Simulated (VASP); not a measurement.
# GaN (Pm-3m) in VASP: a series of runs

The runs below take GaN through vibrations by perturbation theory, with PBEsol.

Program: VASP 6.6.1. These are calculated values, not measurements. Logs are shortened: lines on timing, memory, paths and dates and some standing lists are left out, and cuts for length are marked.

**1. The cell of the first run**

It takes space group Pm-3m (No. 221, cubic). The conventional cell has a = 2.658 Å, b = 2.658 Å, c = 2.658 Å, α = 90.00°, β = 90.00°, γ = 90.00°. Within 3.0 Å of Ga (site symmetry m-3m) lie 8 N at 2.30 Å and 6 Ga at 2.66 Å. N (site symmetry m-3m) has 8 Ga at 2.30 Å and 6 N at 2.66 Å within 3.0 Å.

**2. Vibrations by perturbation theory, PBEsol**

INCAR

```
ALGO     = Normal         # electronic algorithm
EDIFF    = 1E-8           # SCF threshold, eV
ENCUT    = 520            # plane-wave cutoff, eV
GGA      = PS             # functional
IBRION   = 8              # ionic algorithm
ISIF     = 2              # what is computed and relaxed
ISMEAR   = -1             # smearing method
LASPH    = T              # aspherical terms in the spheres
LCHARG   = F              # write CHGCAR
LREAL    = F              # projectors in reciprocal space
LWAVE    = F              # write WAVECAR
NBANDS   = 16             # bands
NELM     = 80             # most SCF steps
NSW      = 1              # ionic steps
PREC     = Accurate       # precision mode
SIGMA    = 0.15           # smearing width, eV
```

KPOINTS

```
k-points
0
Gamma
  16 16 16
```

POSCAR

```
GaN
1.0
    2.6581000000      0.0000000000      0.0000000000
    0.0000000000      2.6581000000      0.0000000000
    0.0000000000      0.0000000000      2.6581000000
Ga N
1 1
Direct
    0.0000000000      0.0000000000      0.0000000000
    0.5000000000      0.5000000000      0.5000000000
```

Potentials or basis: VASP PAW PBE potentials, release 64 (Ga_d, N).

The run is started by

```bash
cat potpaw_PBE.64/Ga_d/POTCAR potpaw_PBE.64/N/POTCAR > POTCAR
mpirun -np 1 vasp_std > vasp.out
```

OUTCAR:

```text
EDIFF = 1E-8
   ENCUT = 520
   GGA = PS
   IBRION = 8
   ISIF = 2
   ISMEAR = -1
   LASPH = T
   LREAL = F
   NELM = 80
   NSW = 1
   PREC = Accurate

 ion  position               nearest neighbor table
   1  0.000  0.000  0.000-   2 2.30   2 2.30   2 2.30   2 2.30   2 2.30   2 2.30   2 2.30   2 2.30

   2  0.500  0.500  0.500-   1 2.30   1 2.30   1 2.30   1 2.30   1 2.30   1 2.30   1 2.30   1 2.30

  LATTYP: Found a simple cubic cell.
 ALAT       =     2.6581000000

  Lattice vectors:

 A1 = (   2.6581000000,   0.0000000000,   0.0000000000)
 A2 = (   0.0000000000,   2.6581000000,   0.0000000000)
 A3 = (   0.0000000000,   0.0000000000,   2.6581000000)

Analysis of symmetry for initial positions (statically):
=====================================================================
 Subroutine PRICEL returns:
 Original cell was already a primitive cell.

 Routine SETGRP: Setting up the symmetry group for a
 simple cubic supercell.

 Subroutine GETGRP returns: Found 48 space group operations
 (whereof 48 operations were pure point group operations)
 out of a pool of 48 trial point group operations.

The static configuration has the point symmetry O_h .

Analysis of symmetry for dynamics (positions and initial velocities):
=====================================================================
 Subroutine PRICEL returns:
 Original cell was already a primitive cell.

 Routine SETGRP: Setting up the symmetry group for a
 simple cubic supercell.

 Subroutine GETGRP returns: Found 48 space group operations
 (whereof 48 operations were pure point group operations)
 out of a pool of 48 trial point group operations.

The dynamic configuration has the point symmetry O_h .

 Subroutine INISYM returns: Found 48 space group operations
 (whereof 48 operations are pure point group operations),
 and found     1 'primitive' translations

----------------------------------------------------------------------------------------

                                     Primitive cell

  volume of cell :      18.7808

  direct lattice vectors                    reciprocal lattice vectors
     2.658100000  0.000000000  0.000000000     0.376208570  0.000000000  0.000000000
     0.000000000  2.658100000  0.000000000     0.000000000  0.376208570  0.000000000
     0.000000000  0.000000000  2.658100000     0.000000000  0.000000000  0.376208570

  length of vectors
     2.658100000  2.658100000  2.658100000     0.376208570  0.376208570  0.376208570

  position of ions in fractional coordinates (direct lattice)
     0.000000000  0.000000000  0.000000000
     0.500000000  0.500000000  0.500000000

  ion indices of the primitive-cell ions
   primitive index   ion index
                 1           1
                 2           2

----------------------------------------------------------------------------------------

 KPOINTS: k-points

Automatic generation of k-mesh.
 Grid dimensions read from file:
 generate k-points for:   16   16   16

 Generating k-lattice:

  Cartesian coordinates                     Fractional coordinates (reciprocal lattice)
     0.023513036  0.000000000  0.000000000     0.062500000  0.000000000  0.000000000
     0.000000000  0.023513036  0.000000000     0.000000000  0.062500000  0.000000000
     0.000000000  0.000000000  0.023513036     0.000000000  0.000000000  0.062500000

  Length of vectors
     0.023513036  0.023513036  0.023513036

  Shift w.r.t. Gamma in fractional coordinates (k-lattice)
     0.000000000  0.000000000  0.000000000

 Subroutine IBZKPT returns following result:
 ===========================================

 Found    165 irreducible k-points:

 Following reciprocal coordinates:
            Coordinates               Weight
  0.000000  0.000000  0.000000      1.000000
  0.062500  0.000000  0.000000      6.000000
  0.125000  0.000000  0.000000      6.000000
  0.187500  0.000000  0.000000      6.000000
  0.250000  0.000000  0.000000      6.000000
  0.312500  0.000000  0.000000      6.000000
[... 16 lines left out ...]
  0.437500  0.125000  0.000000     24.000000
  0.500000  0.125000  0.000000     12.000000
 [... further k-points ...]
   k-points           NKPTS =    165   k-points in BZ     NKDIM =    165   number of bands    NBANDS=     16
   number of dos      NEDOS =    301   number of ions     NIONS =      2
   total plane-waves  NPLWV =   8000
[... 15 lines left out ...]
   EDIFF  = 0.1E-07   stopping-criterion for ELM
   LREAL  =      F    real-space projection
   EDIFFG = 0.1E-06   stopping-criterion for IOM
   NSW    =      1    number of steps for IOM
   IBRION =      8    ionic relax: 0-MD 1-quasi-New 2-CG
   NFREE  =      0    steps in history (QN), initial steepest desc. (CG)
   ISIF   =      2    stress and relaxation
   ISYM   =      2    0-nonsym 1-usesym 2-fastsym
   POTIM  = 0.5000    time-step for ionic-motion
   TEBEG  =    0.0;   TEEND  =   0.0 temperature during run
   PSTRESS=    0.0 pullay stress
   NELECT =      18.0000    total number of electrons
   NUPDOWN=      -1.0000    fix difference up-down
   EMIN   =  10.00;   EMAX   =-10.00  energy-range for DOS
   EFERMI =   0.00;   METHOD = LEGACY
   ISMEAR =    -1;   SIGMA  =   0.15  broadening in eV -4-tet -1-fermi 0-gaus
   EFERMI_NEDOS =   21; number of points for ismear=-14 and -15
   IALGO  =     38    algorithm
   IMIX   =      4    mixing-type and parameters
     AMIX     =   0.40;   BMIX     =  1.00
     AMIX_MAG =   1.60;   BMIX_MAG =  1.00
  volume/ion in A,a.u.               =       9.39        63.37
  Fermi-wavevector in a.u.,A,eV,Ry     =   1.614090  3.050187 35.447065  2.605286
  Thomas-Fermi vector in A             =   2.709054
   LORBIT       =      0    0 simple, 1 ext, 2 COOP (PROOUT), +10 PAW based schemes
   GGA     = PS    functional components
   LHFCALC =     F    Hartree Fock is set to
   AEXX    =    0.0000 exact exchange contribution
   IVDW    =     0    specifies the selected vdW correction
   LEPSILON=     F    determine dielectric tensor
   LRPA    =     F    only Hartree local field effects (RPA)
 non-spin polarized calculation
  energy-cutoff  :      520.00
  volume of cell :       18.78
 maximum number of plane-waves:       520
 NGX is ok and might be reduce to    20
   NGX =  9   NGY =  9   NGZ =  9

--------------------------------------- Ionic step        1  -------------------------------------------

 number of electron      17.9999990 magnetization

 Free energy of the ion-electron system (eV)
  ---------------------------------------------------
  ext. energy  EPLUGINS =         0.00000000
  ---------------------------------------------------
  free energy    TOTEN  =        -9.93499054 eV

  energy without entropy =       -9.86676739  energy(sigma->0) =       -9.90087897

 E-fermi :   8.7665     XC(G=0): -13.4471

 val. band max:        8.7652200980   @ k =   0.5000   0.2500   0.0625
 cond. band min:       8.7727423722   @ k =   0.4375   0.0625   0.0000
 fundamental gap:      0.0075222742
 Fermi energy:         8.7665331605

 k-point     1 :       0.0000    0.0000    0.0000
  band No.  band energies     occupation
      1      -9.2600      2.00000
      2      -6.7226      2.00000
      3      -6.7226      2.00000
      4      -6.0835      2.00000
      5      -6.0835      2.00000
      6      -6.0835      2.00000
[... 433 lines left out ...]
      3      -6.3964      2.00000
      4      -6.3029      2.00000
      5      -6.0909      2.00000
      6      -5.6856      2.00000
[... 8 lines left out ...]
     15      26.4722      0.00000
     16      32.5030      0.00000

 [... further k-points ...]

------------------------ aborting loop because EDIFF is reached ----------------------------------------

  FORCE on cell =-STRESS in cart. coord.  units (eV):
  Direction    XX          YY          ZZ          XY          YZ          ZX
  --------------------------------------------------------------------------------------
  -------------------------------------------------------------------------------------
  Total        1.1991468      1.1991468      1.1991468     -0.0000000     -0.0000000     -0.0000000
  in kB      102.2984351    102.2984351    102.2984351     -0.0000000     -0.0000000     -0.0000000
  external PRESSURE =     102.2984351 kB  Pullay stress =       0.0000000 kB

 VOLUME and BASIS-vectors are now :
 -----------------------------------------------------------------------------
  energy-cutoff  :      520.00
  volume of cell :       18.78
      direct lattice vectors                 reciprocal lattice vectors
     2.658100000  0.000000000  0.000000000     0.376208570  0.000000000  0.000000000
     0.000000000  2.658100000  0.000000000     0.000000000  0.376208570  0.000000000
     0.000000000  0.000000000  2.658100000     0.000000000  0.000000000  0.376208570

 POSITION                                       TOTAL-FORCE (eV/Angst)
 -----------------------------------------------------------------------------------
      0.00000      0.00000      0.00000         0.000000      0.000000      0.000000
      1.32905      1.32905      1.32905         0.000000      0.000000      0.000000
 -----------------------------------------------------------------------------------
    total drift:                                0.000000      0.000000      0.000000

  FREE ENERGIE OF THE ION-ELECTRON SYSTEM (eV)
  ---------------------------------------------------
  free  energy   TOTEN  =        -9.9349905435 eV

  energy  without entropy=       -9.8667673931  energy(sigma->0) =       -9.90087897

[... ionic steps 2 to 3 ...]

--------------------------------------- Ionic step        4  -------------------------------------------

------------------------ aborting loop because EDIFF is reached ----------------------------------------

[... ionic steps 5 to 6 ...]

--------------------------------------- Ionic step        7  -------------------------------------------

 Free energy of the ion-electron system (eV)
  ---------------------------------------------------
  ---------------------------------------------------
  free energy    TOTEN  =        -0.22320594 eV

  energy without entropy =       -0.22320595

------------------------ aborting loop because EDIFF is reached ----------------------------------------

 INTERNAL STRAIN TENSOR  FOR ION    2  DIRECTION 1   (eV/Angst):
 -----------------------------------------------------------------------------
    -0.08852  0.00000  0.00000
     0.00000  0.03004 -0.00000
     0.00000 -0.00000  0.03004

 INTERNAL STRAIN TENSOR FOR ION    2 for displacements in x,y,z  (eV/Angst):
          X           Y           Z          XY          YZ          ZX
  --------------------------------------------------------------------------------
  x     0.00000     0.00000     0.00000     0.00000     0.00000     0.00000
  y     0.00000     0.00000     0.00000     0.00000     0.00000     0.00000
  z     0.00000     0.00000     0.00000     0.00000     0.00000     0.00000

 SECOND DERIVATIVES (NOT SYMMETRIZED)
 ------------------------------------
               1X          1Y          1Z          2X          2Y          2Z
  1X     2.304042    0.000000    0.000000   -2.304042    0.000000    0.000000
  1Y     0.000000    2.304042    0.000000    0.000000   -2.304042    0.000000
  1Z     0.000000    0.000000    2.304042    0.000000    0.000000   -2.304042
  2X    -2.281696    0.000000   -0.000000    2.281696   -0.000000    0.000000
  2Y    -0.000000   -2.281696    0.000000    0.000000    2.281696   -0.000000
  2Z     0.000000    0.000000   -2.281696   -0.000000   -0.000000    2.281696

 Eigenvectors and eigenvalues of the dynamical matrix
 ----------------------------------------------------

   1 f  =    0.012628 THz     0.079342 2PiTHz    0.421212 cm-1     0.052224 meV
             X         Y         Z           dx          dy          dz
      0.000000  0.000000  0.000000    -0.013355    0.330366    0.849758
      1.329050  1.329050  1.329050    -0.006014    0.148767    0.382654
[... 21 lines left out ...]
   6 f/i=    6.921386 THz    43.488353 2PiTHz  230.872599 cm-1    28.624541 meV
             X         Y         Z           dx          dy          dz
      0.000000  0.000000  0.000000     0.166497   -0.375328    0.000000
      1.329050  1.329050  1.329050    -0.369738    0.833488    0.000000

--------------------------------------------------------------------------------------------------------

 ELASTIC MODULI CONTR FROM IONIC RELAXATION (kBar)
 Direction    XX          YY          ZZ          XY          YZ          ZX
 --------------------------------------------------------------------------------
 XX           0.0000      0.0000      0.0000      0.0000      0.0000      0.0000
 YY           0.0000      0.0000      0.0000      0.0000      0.0000      0.0000
 ZZ           0.0000      0.0000      0.0000      0.0000      0.0000      0.0000
 XY           0.0000      0.0000      0.0000      0.0000      0.0000      0.0000
 YZ           0.0000      0.0000      0.0000      0.0000      0.0000      0.0000
 ZX           0.0000      0.0000      0.0000      0.0000      0.0000      0.0000
 --------------------------------------------------------------------------------
```

It took 2.1 min on 1 thread of Intel Xeon 6975P-C (Granite Rapids), shared host; peak memory 0.38 GiB.

Results:

```
Highest phonon frequency at Γ, LO-TO splitting left out : 0 cm⁻¹
Most unstable mode                                      : 231i cm⁻¹
```

Phonon frequencies in cm⁻¹ (negative: imaginary):
```csv
q point,frequencies
"(0.000, 0.000, 0.000)",-231 -231 -231 0 0 0
```

Caveat: the cell wasn't relaxed at this level first, which shifts response properties; some modes are imaginary; the PAW data sets were made with another functional, which shifts forces and pressure a little.

(Continued in part 2 of 2.)
